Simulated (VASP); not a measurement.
# SiC (zincblende type) (F-43m) in VASP: single point with PBE

Aim: the single point of SiC (zincblende type) with PBE.

All numbers are computed with VASP 6.6.1; they aren't measurements. Logs are shortened: lines on timing, memory, paths and dates and some standing lists are left out, and cuts for length are marked.

## (1) The cell of the first run

It takes space group F-43m (No. 216, cubic). The conventional cell has a = 4.259 Å, b = 4.259 Å, c = 4.259 Å, α = 90.00°, β = 90.00°, γ = 90.00°. Within 2.4 Å of Si (site symmetry -43m) lie 4 C at 1.84 Å. C (site symmetry -43m) has 4 Si at 1.84 Å within 2.4 Å.

## (2) Single point, PBE

INCAR reads:

```
SYSTEM = SiC
  ALGO = Normal
  EDIFF = 1E-6
  ENCUT = 520
  GGA = PE
  ISIF = 2
  ISMEAR = -1
  LASPH = .True.
  LCHARG = .False.
  LREAL = .False.
  LWAVE = .False.
  NBANDS = 11
  NELM = 100
  PREC = Accurate
  SIGMA = 0.1
```

KPOINTS reads:

```
k-points
0
Gamma
  16 16 16
  0 0 0
```

POSCAR reads:

```
SiC
1.0
    0.0000000000      2.1294802867      2.1294802867
    2.1294802867      0.0000000000      2.1294802867
    2.1294802867      2.1294802867      0.0000000000
Si C
1 1
Direct
    0.0000000000      0.0000000000      0.0000000000
    0.2500000000      0.2500000000      0.2500000000
```

Potentials or basis: VASP PAW PBE potentials, release 64 (Si, C).

Command:

```console
$ cat potpaw_PBE.64/Si/POTCAR potpaw_PBE.64/C/POTCAR > POTCAR
$ mpirun -np 1 vasp_std > vasp.out
```

OUTCAR:

```text
SYSTEM = SiC
   EDIFF = 1E-6
   ENCUT = 520
   GGA = PE
   ISIF = 2
   ISMEAR = -1
   LASPH = .True.
   LREAL = .False.
   NELM = 100
   PREC = Accurate

 ion  position               nearest neighbor table
   1  0.000  0.000  0.000-   2 1.84   2 1.84   2 1.84   2 1.84
   2  0.250  0.250  0.250-   1 1.84   1 1.84   1 1.84   1 1.84

  LATTYP: Found a face centered cubic cell.
 ALAT       =     4.2589605734

  Lattice vectors:

 A1 = (   0.0000000000,   2.1294802867,   2.1294802867)
 A2 = (   2.1294802867,   0.0000000000,   2.1294802867)
 A3 = (   2.1294802867,   2.1294802867,   0.0000000000)

Analysis of symmetry for initial positions (statically):
=====================================================================
 Subroutine PRICEL returns:
 Original cell was already a primitive cell.

 Routine SETGRP: Setting up the symmetry group for a
 face centered cubic supercell.

 Subroutine GETGRP returns: Found 24 space group operations
 (whereof 24 operations were pure point group operations)
 out of a pool of 48 trial point group operations.

The static configuration has the point symmetry T_d .

Analysis of symmetry for dynamics (positions and initial velocities):
=====================================================================
 Subroutine PRICEL returns:
 Original cell was already a primitive cell.

 Routine SETGRP: Setting up the symmetry group for a
 face centered cubic supercell.

 Subroutine GETGRP returns: Found 24 space group operations
 (whereof 24 operations were pure point group operations)
 out of a pool of 48 trial point group operations.

The dynamic configuration has the point symmetry T_d .

 Subroutine INISYM returns: Found 24 space group operations
 (whereof 24 operations are pure point group operations),
 and found     1 'primitive' translations

----------------------------------------------------------------------------------------

                                     Primitive cell

  volume of cell :      19.3131

  direct lattice vectors                    reciprocal lattice vectors
     0.000000000  2.129480287  2.129480287    -0.234799074  0.234799074  0.234799074
     2.129480287  0.000000000  2.129480287     0.234799074 -0.234799074  0.234799074
     2.129480287  2.129480287  0.000000000     0.234799074  0.234799074 -0.234799074

  length of vectors
     3.011539902  3.011539902  3.011539902     0.406683926  0.406683926  0.406683926

  position of ions in fractional coordinates (direct lattice)
     0.000000000  0.000000000  0.000000000
     0.250000000  0.250000000  0.250000000

  ion indices of the primitive-cell ions
   primitive index   ion index
                 1           1
                 2           2

----------------------------------------------------------------------------------------

 KPOINTS: k-points

Automatic generation of k-mesh.
 Grid dimensions read from file:
 generate k-points for:   16   16   16

 Generating k-lattice:

  Cartesian coordinates                     Fractional coordinates (reciprocal lattice)
    -0.014674942  0.014674942  0.014674942     0.062500000  0.000000000  0.000000000
     0.014674942 -0.014674942  0.014674942     0.000000000  0.062500000  0.000000000
     0.014674942  0.014674942 -0.014674942     0.000000000  0.000000000  0.062500000

  Length of vectors
     0.025417745  0.025417745  0.025417745

  Shift w.r.t. Gamma in fractional coordinates (k-lattice)
     0.000000000  0.000000000  0.000000000

 Subroutine IBZKPT returns following result:
 ===========================================

 Found    145 irreducible k-points:

 Following reciprocal coordinates:
            Coordinates               Weight
  0.000000  0.000000  0.000000      1.000000
  0.062500  0.000000  0.000000      8.000000
  0.125000  0.000000  0.000000      8.000000
  0.187500  0.000000  0.000000      8.000000
  0.250000  0.000000  0.000000      8.000000
  0.312500  0.000000  0.000000      8.000000
[... 16 lines left out ...]
 -0.125000  0.062500  0.000000     24.000000
 -0.062500  0.062500  0.000000     12.000000
 [... further k-points ...]
   k-points           NKPTS =    145   k-points in BZ     NKDIM =    145   number of bands    NBANDS=     11
   number of dos      NEDOS =    301   number of ions     NIONS =      2
   total plane-waves  NPLWV =  13824
   dimension x,y,z NGX =    24 NGY =   24 NGZ =   24
   dimension x,y,z NGXF=    48 NGYF=   48 NGZF=   48
   ions per type =               1   1
   NGX,Y,Z   is equivalent  to a cutoff of  13.25, 13.25, 13.25 a.u.
   NGXF,Y,Z  is equivalent  to a cutoff of  26.50, 26.50, 26.50 a.u.
 SYSTEM =  SiC
   PREC   = accura    normal or accurate (medium, high low for compatibility)
   ISTART =      0    job   : 0-new  1-cont  2-samecut
   ICHARG =      2    charge: 1-file 2-atom 10-const
   ISPIN  =      1    spin polarized calculation?
   LNONCOLLINEAR =      F non collinear calculations
   LSORBIT =      F    spin-orbit coupling
   LASPH  =      T    aspherical Exc in radial PAW
   ENCUT  =  520.0 eV  38.22 Ry    6.18 a.u.   5.60  5.60  5.60*2*pi/ulx,y,z
   NELM   =    100;   NELMIN=  2; NELMDL= -5     # of ELM steps
   EDIFF  = 0.1E-05   stopping-criterion for ELM
   LREAL  =      F    real-space projection
   EDIFFG = 0.1E-04   stopping-criterion for IOM
   NSW    =      0    number of steps for IOM
   IBRION =     -1    ionic relax: 0-MD 1-quasi-New 2-CG
   NFREE  =      0    steps in history (QN), initial steepest desc. (CG)
   ISIF   =      2    stress and relaxation
   ISYM   =      2    0-nonsym 1-usesym 2-fastsym
   POTIM  = 0.5000    time-step for ionic-motion
   TEBEG  =    0.0;   TEEND  =   0.0 temperature during run
   PSTRESS=    0.0 pullay stress
   NELECT =       8.0000    total number of electrons
   NUPDOWN=      -1.0000    fix difference up-down
   EMIN   =  10.00;   EMAX   =-10.00  energy-range for DOS
   EFERMI =   0.00;   METHOD = LEGACY
   ISMEAR =    -1;   SIGMA  =   0.10  broadening in eV -4-tet -1-fermi 0-gaus
   EFERMI_NEDOS =   21; number of points for ismear=-14 and -15
   IALGO  =     38    algorithm
   IMIX   =      4    mixing-type and parameters
     AMIX     =   0.40;   BMIX     =  1.00
     AMIX_MAG =   1.60;   BMIX_MAG =  1.00
  volume/ion in A,a.u.               =       9.66        65.17
  Fermi-wavevector in a.u.,A,eV,Ry     =   1.220360  2.306146 20.262856  1.489278
  Thomas-Fermi vector in A             =   2.355580
   LORBIT       =      0    0 simple, 1 ext, 2 COOP (PROOUT), +10 PAW based schemes
   GGA     = PE    functional components
   LHFCALC =     F    Hartree Fock is set to
   AEXX    =    0.0000 exact exchange contribution
   IVDW    =     0    specifies the selected vdW correction
   LEPSILON=     F    determine dielectric tensor
   LRPA    =     F    only Hartree local field effects (RPA)
 non-spin polarized calculation
  energy-cutoff  :      520.00
  volume of cell :       19.31
 maximum number of plane-waves:       534
   NGX = 11   NGY = 11   NGZ = 11

 number of electron       7.9999999 magnetization

 Free energy of the ion-electron system (eV)
  ---------------------------------------------------
  ext. energy  EPLUGINS =         0.00000000
  ---------------------------------------------------
  free energy    TOTEN  =       -14.95779958 eV

  energy without entropy =      -14.95777894  energy(sigma->0) =      -14.95778926

 E-fermi :   9.6562     XC(G=0): -11.6601

 val. band max:        8.8991766003   @ k =   0.0000   0.0000   0.0000
 cond. band min:      10.1887303124   @ k =   0.5000   0.5000   0.0000
 fundamental gap:      1.2895537121
 Fermi energy:         9.6562035921

 k-point     1 :       0.0000    0.0000    0.0000
  band No.  band energies     occupation
      1      -7.0556      2.00000
      2       8.8992      1.99897
      3       8.8992      1.99897
      4       8.8992      1.99897
      5      15.9473      0.00000
      6      16.7037      0.00000
      7      16.7037      0.00000
      8      16.7037      0.00000
      9      23.8187      0.00000
     10      23.8187      0.00000
     11      26.4751      0.00000

 k-point     2 :       0.0625    0.0000    0.0000
  band No.  band energies     occupation
      1      -6.9749      2.00000
      2       8.4718      1.99999
      3       8.8441      1.99941
      4       8.8441      1.99941
      5      16.0766      0.00000
      6      16.8047      0.00000
      7      16.8112      0.00000
      8      16.8112      0.00000
      9      23.3026      0.00000
     10      23.3026      0.00000
     11      26.1315      0.00000

 k-point     3 :       0.1250    0.0000    0.0000
  band No.  band energies     occupation
      1      -6.7338      2.00000
      2       7.3942      2.00000
      3       8.6962      1.99986
      4       8.6962      1.99986
      5      16.0271      0.00000
      6      17.0673      0.00000
      7      17.0673      0.00000
      8      17.3797      0.00000
      9      22.5254      0.00000
     10      22.5254      0.00000
     11      25.5291      0.00000

 k-point     4 :       0.1875    0.0000    0.0000
  band No.  band energies     occupation
      1      -6.3364      2.00000
      2       5.9939      2.00000
      3       8.4961      1.99998
      4       8.4961      1.99998
      5      15.7787      0.00000
      6      17.2807      0.00000
      7      17.2807      0.00000
      8      18.1904      0.00000
      9      22.1372      0.00000
     10      22.1372      0.00000
     11      24.9620      0.00000
[... 239 lines left out ...]
 k-point    22 :      -0.1875    0.0625    0.0000
  band No.  band energies     occupation
      1      -6.1003      2.00000
      2       5.5018      2.00000
      3       7.8522      2.00000
      4       8.6285      1.99993
      5      15.8988      0.00000
      6      17.1656      0.00000
      7      17.3391      0.00000
      8      18.4350      0.00000
      9      21.2622      0.00000
     10      22.9382      0.00000
     11      25.5436      0.00000

 k-point    23 :      -0.1250    0.0625    0.0000
  band No.  band energies     occupation
      1      -6.5474      2.00000
      2       6.9027      2.00000
      3       8.1302      2.00000
      4       8.7999      1.99962
      5      16.1513      0.00000
      6      17.0155      0.00000
      7      17.0213      0.00000
      8      17.9504      0.00000
      9      21.5142      0.00000
     10      22.8335      0.00000
     11      26.0829      0.00000

 k-point    24 :      -0.0625    0.0625    0.0000
  band No.  band energies     occupation
      1      -6.8407      2.00000
      2       7.9863      2.00000
      3       8.4784      1.99998
      4       8.8812      1.99914
      5      16.2163      0.00000
      6      16.7167      0.00000
      7      16.8364      0.00000
      8      17.3756      0.00000
      9      22.2962      0.00000
     10      23.2095      0.00000
     11      26.4983      0.00000

 [... further k-points ...]
[... 5 lines left out ...]
  --------------------------------------------------------------------------------------
  -------------------------------------------------------------------------------------
  Total        2.5197953      2.5197953      2.5197953      0.0000000      0.0000000     -0.0000000
  in kB      209.0378723    209.0378723    209.0378723      0.0000000      0.0000000     -0.0000000
  external PRESSURE =     209.0378723 kB  Pullay stress =       0.0000000 kB

 VOLUME and BASIS-vectors are now :
 -----------------------------------------------------------------------------
  energy-cutoff  :      520.00
  volume of cell :       19.31
      direct lattice vectors                 reciprocal lattice vectors
     0.000000000  2.129480287  2.129480287    -0.234799074  0.234799074  0.234799074
     2.129480287  0.000000000  2.129480287     0.234799074 -0.234799074  0.234799074
     2.129480287  2.129480287  0.000000000     0.234799074  0.234799074 -0.234799074

 POSITION                                       TOTAL-FORCE (eV/Angst)
 -----------------------------------------------------------------------------------
      0.00000      0.00000      0.00000        -0.000000     -0.000000      0.000000
      1.06474      1.06474      1.06474         0.000000      0.000000     -0.000000
 -----------------------------------------------------------------------------------
    total drift:                                0.000000      0.000000      0.000000

  FREE ENERGIE OF THE ION-ELECTRON SYSTEM (eV)
  ---------------------------------------------------
  free  energy   TOTEN  =       -14.9577995792 eV

  energy  without entropy=      -14.9577789389  energy(sigma->0) =      -14.95778926
```

Run time: 8.8 s. Hardware: 1 thread of Intel Xeon 6975P-C (Granite Rapids), shared host; peak memory 0.15 GiB.

What came out:

- Free energy: -14.9578 eV
- Pressure: 20.9 GPa
- Band gap on the k mesh: 1.29 eV, indirect (least direct gap 4.61 eV)

Levels at points of the mesh, in eV from the valence-band top:
```csv
k point,band 2,band 3,band 4,band 5,band 6,band 7
"(0.00, 0.00, 0.00)",0.00,0.00,0.00,7.05,7.80,7.80
"(0.50, 0.00, 0.00)",-8.92,-1.06,-1.06,6.07,7.51,7.51
"(0.50, 0.50, 0.00)",-8.02,-3.32,-3.32,1.29,4.57,14.85
```

A k mesh can miss the band edges. As with any semilocal functional, this PBE gap is likely too small.
